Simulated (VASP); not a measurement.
# Bi (R-3m) in VASP: notebook

Runs on Bi. Level: r2SCAN. Tasks: single point.

Program: VASP 6.6.1. These are calculated values, not measurements. Logs are shortened: lines on timing, memory, paths and dates and some standing lists are left out, and cuts for length are marked.

## 1. The cell of the first run

It takes space group R-3m (No. 166, trigonal). The conventional cell has a = 4.535 Å, b = 4.535 Å, c = 12.350 Å, α = 90.00°, β = 90.00°, γ = 120.00°. Within 4.0 Å of Bi (site symmetry 3m) lie 6 Bi at 3.07 to 3.63 Å.

## 2. Single point, r2SCAN

File POSCAR:

```
Bi
1.0
    2.2672586491      1.3090023913      4.1166667488
   -2.2672586491      1.3090023913      4.1166667488
    0.0000000000     -2.6180047827      4.1166667487
Bi
2
Direct
    0.2317091399      0.2317091399      0.2317091399
    0.7682908601      0.7682908601      0.7682908601
```

File INCAR.step1:

```
  PREC = Accurate
  ENCUT = 520
  ISMEAR = 1
  SIGMA = 0.6
  LREAL = F
  LASPH = T
  NELM = 60
  NBANDS = 22
  GGA = PE
  ALGO = Normal
  EDIFF = 1E-4
  LWAVE = T
  LCHARG = F
```

File INCAR.step2:

```
  PREC = Accurate
  ENCUT = 520
  EDIFF = 1E-6
  ISMEAR = 1
  SIGMA = 0.6
  LREAL = F
  LASPH = T
  NELM = 60
  ALGO = Normal
  ISIF = 2
  LWAVE = F
  LCHARG = F
  METAGGA = R2SCAN
  LMIXTAU = T
  NBANDS = 22
  ISTART = 1
```

File KPOINTS:

```
Automatic mesh
0
Gamma
  9 9 9
```

Potentials or basis: VASP PAW PBE potentials, release 64 (Bi_d).

The run is started by

```bash
cat potpaw_PBE.64/Bi_d/POTCAR > POTCAR
cp INCAR.step1 INCAR
mpirun -np 1 vasp_std > vasp.out
cp INCAR.step2 INCAR
mpirun -np 1 vasp_std > vasp.out
```

OUTCAR:

```text
PREC = Accurate
   ENCUT = 520
   EDIFF = 1E-6
   ISMEAR = 1
   LREAL = F
   LASPH = T
   NELM = 60
   ISIF = 2
   METAGGA = R2SCAN
   ISTART = 1

 ion  position               nearest neighbor table
   1  0.232  0.232  0.232-   2 3.07   2 3.07   2 3.07   2 3.63   2 3.63   2 3.63
   2  0.768  0.768  0.768-   1 3.07   1 3.07   1 3.07   1 3.63   1 3.63   1 3.63

  LATTYP: Found a trigonal (rhomboedric) cell.
 ALAT       =     4.8786160090
 COS(alpha) =     0.5680446502

  Lattice vectors:

 A1 = (   2.2672586491,   1.3090023913,   4.1166667488)
 A2 = (  -2.2672586491,   1.3090023913,   4.1166667488)
 A3 = (   0.0000000000,  -2.6180047827,   4.1166667487)

Analysis of symmetry for initial positions (statically):
=====================================================================
 Subroutine PRICEL returns:
 Original cell was already a primitive cell.

 Routine SETGRP: Setting up the symmetry group for a
 trigonal (rhombohedral) supercell.

 Subroutine GETGRP returns: Found 12 space group operations
 (whereof 12 operations were pure point group operations)
 out of a pool of 12 trial point group operations.

The static configuration has the point symmetry D_3d.

Analysis of symmetry for dynamics (positions and initial velocities):
=====================================================================
 Subroutine PRICEL returns:
 Original cell was already a primitive cell.

 Routine SETGRP: Setting up the symmetry group for a
 trigonal (rhombohedral) supercell.

 Subroutine GETGRP returns: Found 12 space group operations
 (whereof 12 operations were pure point group operations)
 out of a pool of 12 trial point group operations.

The dynamic configuration has the point symmetry D_3d.

 Subroutine INISYM returns: Found 12 space group operations
 (whereof 12 operations are pure point group operations),
 and found     1 'primitive' translations

----------------------------------------------------------------------------------------

                                     Primitive cell

  volume of cell :      73.3058

  direct lattice vectors                    reciprocal lattice vectors
     2.267258649  1.309002391  4.116666749     0.220530640  0.127323424  0.080971658
    -2.267258649  1.309002391  4.116666749    -0.220530640  0.127323424  0.080971658
     0.000000000 -2.618004783  4.116666749     0.000000000 -0.254646848  0.080971658

  length of vectors
     4.878616009  4.878616009  4.878616009     0.267210454  0.267210454  0.267210454

  position of ions in fractional coordinates (direct lattice)
     0.231709140  0.231709140  0.231709140
     0.768290860  0.768290860  0.768290860

  ion indices of the primitive-cell ions
   primitive index   ion index
                 1           1
                 2           2

----------------------------------------------------------------------------------------

 KPOINTS: Automatic mesh

Automatic generation of k-mesh.
 Grid dimensions read from file:
 generate k-points for:    9    9    9

 Generating k-lattice:

  Cartesian coordinates                     Fractional coordinates (reciprocal lattice)
     0.024503404  0.014147047  0.008996851     0.111111111  0.000000000 -0.000000000
    -0.024503404  0.014147047  0.008996851     0.000000000  0.111111111 -0.000000000
     0.000000000 -0.028294094  0.008996851     0.000000000  0.000000000  0.111111111

  Length of vectors
     0.029690050  0.029690050  0.029690050

  Shift w.r.t. Gamma in fractional coordinates (k-lattice)
     0.000000000  0.000000000  0.000000000

 Subroutine IBZKPT returns following result:
 ===========================================

 Found     85 irreducible k-points:

 Following reciprocal coordinates:
            Coordinates               Weight
  0.000000  0.000000  0.000000      1.000000
  0.111111  0.000000  0.000000      6.000000
  0.222222  0.000000  0.000000      6.000000
  0.333333 -0.000000  0.000000      6.000000
  0.444444  0.000000  0.000000      6.000000
  0.111111  0.111111  0.000000      6.000000
[... 16 lines left out ...]
 -0.333333  0.333333  0.000000      6.000000
  0.444444  0.444444  0.000000      6.000000
 [... further k-points ...]
   k-points           NKPTS =     85   k-points in BZ     NKDIM =     85   number of bands    NBANDS=     22
   number of dos      NEDOS =    301   number of ions     NIONS =      2
   total plane-waves  NPLWV =  46656
   dimension x,y,z NGX =    36 NGY =   36 NGZ =   36
   dimension x,y,z NGXF=    72 NGYF=   72 NGZF=   72
   ions per type =               2
   NGX,Y,Z   is equivalent  to a cutoff of  12.27, 12.27, 12.27 a.u.
   NGXF,Y,Z  is equivalent  to a cutoff of  24.54, 24.54, 24.54 a.u.
 SYSTEM =  unknown system
   PREC   = accura    normal or accurate (medium, high low for compatibility)
   ISTART =      1    job   : 0-new  1-cont  2-samecut
   ICHARG =      0    charge: 1-file 2-atom 10-const
   ISPIN  =      1    spin polarized calculation?
   LNONCOLLINEAR =      F non collinear calculations
   LSORBIT =      F    spin-orbit coupling
   LASPH  =      T    aspherical Exc in radial PAW
   ENCUT  =  520.0 eV  38.22 Ry    6.18 a.u.   9.07  9.07  9.07*2*pi/ulx,y,z
   NELM   =     60;   NELMIN=  2; NELMDL=  0     # of ELM steps
   EDIFF  = 0.1E-05   stopping-criterion for ELM
   LREAL  =      F    real-space projection
   EDIFFG = 0.1E-04   stopping-criterion for IOM
   NSW    =      0    number of steps for IOM
   IBRION =     -1    ionic relax: 0-MD 1-quasi-New 2-CG
   NFREE  =      0    steps in history (QN), initial steepest desc. (CG)
   ISIF   =      2    stress and relaxation
   ISYM   =      2    0-nonsym 1-usesym 2-fastsym
   POTIM  = 0.5000    time-step for ionic-motion
   TEBEG  =    0.0;   TEEND  =   0.0 temperature during run
   PSTRESS=    0.0 pullay stress
   NELECT =      30.0000    total number of electrons
   NUPDOWN=      -1.0000    fix difference up-down
   EMIN   =  10.00;   EMAX   =-10.00  energy-range for DOS
   EFERMI =   0.00;   METHOD = LEGACY
   ISMEAR =     1;   SIGMA  =   0.60  broadening in eV -4-tet -1-fermi 0-gaus
   EFERMI_NEDOS =   21; number of points for ismear=-14 and -15
   IALGO  =     38    algorithm
   IMIX   =      4    mixing-type and parameters
     AMIX     =   0.40;   BMIX     =  1.00
     AMIX_MAG =   1.60;   BMIX_MAG =  1.00
  volume/ion in A,a.u.               =      36.65       247.35
  Fermi-wavevector in a.u.,A,eV,Ry     =   1.215446  2.296860 20.100017  1.477310
  Thomas-Fermi vector in A             =   2.350833
   LORBIT       =      0    0 simple, 1 ext, 2 COOP (PROOUT), +10 PAW based schemes
   METAGGA = R2SCAN    functional components
   LHFCALC =     F    Hartree Fock is set to
   AEXX    =    0.0000 exact exchange contribution
   IVDW    =     0    specifies the selected vdW correction
   LEPSILON=     F    determine dielectric tensor
   LRPA    =     F    only Hartree local field effects (RPA)
 non-spin polarized calculation
 Methfessel and Paxton  Order N= 1 SIGMA  =   0.60
  energy-cutoff  :      520.00
  volume of cell :       73.31
 maximum number of plane-waves:      2004
   NGX = 19   NGY = 19   NGZ = 19

 number of electron      30.0000004 magnetization

 Free energy of the ion-electron system (eV)
  ---------------------------------------------------
  ext. energy  EPLUGINS =         0.00000000
  ---------------------------------------------------
  free energy    TOTEN  =      -116.99435840 eV

  energy without entropy =     -117.04671263  energy(sigma->0) =     -117.01180981

 E-fermi :   5.9813     XC(G=0):  -9.9740

 val. band max:        5.8511677123   @ k =   0.4444   0.0000   0.0000
 cond. band min:       6.0282215717   @ k =   0.4444   0.1111   0.1111
 fundamental gap:      0.1770538594
 Fermi energy:         5.9813428080

 k-point     1 :       0.0000    0.0000    0.0000
  band No.  band energies     occupation
      1     -17.7837      2.00000
      2     -17.7837      2.00000
      3     -17.6290      2.00000
      4     -17.6290      2.00000
      5     -17.6066      2.00000
      6     -17.4359      2.00000
[... 14 lines left out ...]
     21      12.2173     -0.00000
     22      12.3291     -0.00000

 k-point     2 :       0.1111    0.0000    0.0000
  band No.  band energies     occupation
      1     -17.7761      2.00000
      2     -17.7723      2.00000
      3     -17.6256      2.00000
      4     -17.6218      2.00000
      5     -17.6009      2.00000
      6     -17.4417      2.00000
[... 14 lines left out ...]
     21      12.3142     -0.00000
     22      13.2799     -0.00000

 k-point     3 :       0.2222    0.0000    0.0000
  band No.  band energies     occupation
      1     -17.7555      2.00000
      2     -17.7396      2.00000
      3     -17.6181      2.00000
      4     -17.6016      2.00000
      5     -17.5831      2.00000
      6     -17.4615      2.00000
[... 14 lines left out ...]
     21      12.8794     -0.00000
     22      15.1197     -0.00000

 k-point     4 :       0.3333   -0.0000    0.0000
  band No.  band energies     occupation
      1     -17.7285      2.00000
      2     -17.6899      2.00000
      3     -17.6103      2.00000
      4     -17.5723      2.00000
      5     -17.5553      2.00000
      6     -17.4949      2.00000
[... 14 lines left out ...]
     21      13.9635     -0.00000
     22      16.2683     -0.00000

 k-point     5 :       0.4444    0.0000    0.0000
  band No.  band energies     occupation
      1     -17.7080      2.00000
      2     -17.6344      2.00000
      3     -17.6050      2.00000
      4     -17.5541      2.00000
      5     -17.5400      2.00000
      6     -17.5049      2.00000
[... 417 lines left out ...]
 k-point    22 :      -0.4444    0.3333   -0.0000
  band No.  band energies     occupation
      1     -17.7492      2.00000
      2     -17.6270      2.00000
      3     -17.6030      2.00000
      4     -17.5606      2.00000
      5     -17.5384      2.00000
      6     -17.5119      2.00000
[... 14 lines left out ...]
     21      15.3203     -0.00000
     22      17.0125     -0.00000

 k-point    23 :      -0.3333    0.3333    0.0000
  band No.  band energies     occupation
      1     -17.7378      2.00000
      2     -17.6112      2.00000
      3     -17.5676      2.00000
      4     -17.5674      2.00000
      5     -17.5612      2.00000
      6     -17.5308      2.00000
[... 14 lines left out ...]
     21      14.4383     -0.00000
     22      16.2184     -0.00000

 k-point    24 :       0.4444    0.4444    0.0000
  band No.  band energies     occupation
      1     -17.7704      2.00000
      2     -17.6375      2.00000
      3     -17.6307      2.00000
      4     -17.5324      2.00000
      5     -17.5324      2.00000
      6     -17.5073      2.00000
[... 14 lines left out ...]
     21      15.7891     -0.00000
     22      16.4130     -0.00000

 [... further k-points ...]

------------------------ aborting loop because EDIFF is reached ----------------------------------------

  FORCE on cell =-STRESS in cart. coord.  units (eV):
  Direction    XX          YY          ZZ          XY          YZ          ZX
  --------------------------------------------------------------------------------------
  -------------------------------------------------------------------------------------
  Total       -0.0441877     -0.0441877     -0.0247985      0.0000000     -0.0000000      0.0000000
  in kB       -0.9657695     -0.9657695     -0.5419987      0.0000000     -0.0000000      0.0000000
  external PRESSURE =      -0.8245126 kB  Pullay stress =       0.0000000 kB

 VOLUME and BASIS-vectors are now :
 -----------------------------------------------------------------------------
  energy-cutoff  :      520.00
  volume of cell :       73.31
      direct lattice vectors                 reciprocal lattice vectors
     2.267258649  1.309002391  4.116666749     0.220530640  0.127323424  0.080971658
    -2.267258649  1.309002391  4.116666749    -0.220530640  0.127323424  0.080971658
     0.000000000 -2.618004783  4.116666749     0.000000000 -0.254646848  0.080971658

 POSITION                                       TOTAL-FORCE (eV/Angst)
 -----------------------------------------------------------------------------------
      0.00000     -0.00000      2.86161         0.000000      0.000000     -0.028162
      0.00000     -0.00000      9.48839         0.000000     -0.000000      0.028162
 -----------------------------------------------------------------------------------
    total drift:                               -0.000000      0.000000     -0.000000

  FREE ENERGIE OF THE ION-ELECTRON SYSTEM (eV)
  ---------------------------------------------------
  free  energy   TOTEN  =      -116.9943583977 eV

  energy  without entropy=     -117.0467126259  energy(sigma->0) =     -117.01180981
```

It took 3.1 min on 1 thread of Intel Xeon 6975P-C (Granite Rapids), shared host; peak memory 0.28 GiB.

Results:

| Property | Result |
| --- | --- |
| Free energy | -116.9944 eV |
| Pressure | -0.1 GPa |
| Largest force | 0.028 eV/Å |

Forces in eV/Å, atoms in the order of the input:
```
Bi   0.000  0.000 -0.028
Bi   0.000  0.000  0.028
```

Caveat: so wide a smearing shifts energies and pressures; the PAW data sets were made with another functional, which shifts forces and pressure a little; spin-orbit coupling is left out, which moves the levels of the heavy elements.

## 3. Single point, r2SCAN

POSCAR is that of step 2.

File INCAR.step1:

```
SYSTEM = Bi
  PREC = Accurate
  ENCUT = 520
  ISMEAR = 1
  SIGMA = 1.0
  LREAL = .FALSE.
  LASPH = .TRUE.
  NELM = 60
  NBANDS = 22
  GGA = PE
  ALGO = Normal
  EDIFF = 1E-4
  LWAVE = .TRUE.
  LCHARG = .FALSE.
```

File INCAR.step2:

```
SYSTEM = Bi
  PREC = Accurate
  ENCUT = 520
  EDIFF = 1E-6
  ISMEAR = 1
  SIGMA = 1.0
  LREAL = .FALSE.
  LASPH = .TRUE.
  NELM = 60
  ALGO = Normal
  ISIF = 2
  LWAVE = .FALSE.
  LCHARG = .FALSE.
  METAGGA = R2SCAN
  LMIXTAU = .TRUE.
  NBANDS = 22
  ISTART = 1
```

File KPOINTS:

```
Automatic mesh
0
G
  9 9 9
  0 0 0
```

Potentials or basis: VASP PAW PBE potentials, release 64 (Bi_d).

The run is started by

```bash
cat potpaw_PBE.64/Bi_d/POTCAR > POTCAR
cp INCAR.step1 INCAR
mpirun -np 1 vasp_std > vasp.out
cp INCAR.step2 INCAR
mpirun -np 1 vasp_std > vasp.out
```

Run time: 3 min. Hardware: 1 thread of Intel Xeon 6975P-C (Granite Rapids), shared host; peak memory 0.28 GiB.

It converged, with:

```yaml
Free_energy: -116.9474 eV
Pressure: -0.2 GPa
Largest_force: 0.037 eV/Å
```

Forces in eV/Å, atoms in the order of the input:
```
Bi   0.000  0.000 -0.037
Bi   0.000  0.000  0.037
```

Stress tensor (GPa, compression positive):
```
-0.30  0.00  0.00
 0.00 -0.30  0.00
 0.00  0.00 -0.09
```

Levels at points of the mesh, in eV from the Fermi level:
```
           k point  band 12  band 13  band 14  band 15  band 16  band 17  band 18  band 19
(0.00, 0.00, 0.00)    -7.91    -1.84    -1.32    -1.32     2.24     2.82     2.82     6.03
```

Caveat: so wide a smearing shifts energies and pressures; the PAW data sets were made with another functional, which shifts forces and pressure a little; spin-orbit coupling is left out, which moves the levels of the heavy elements.
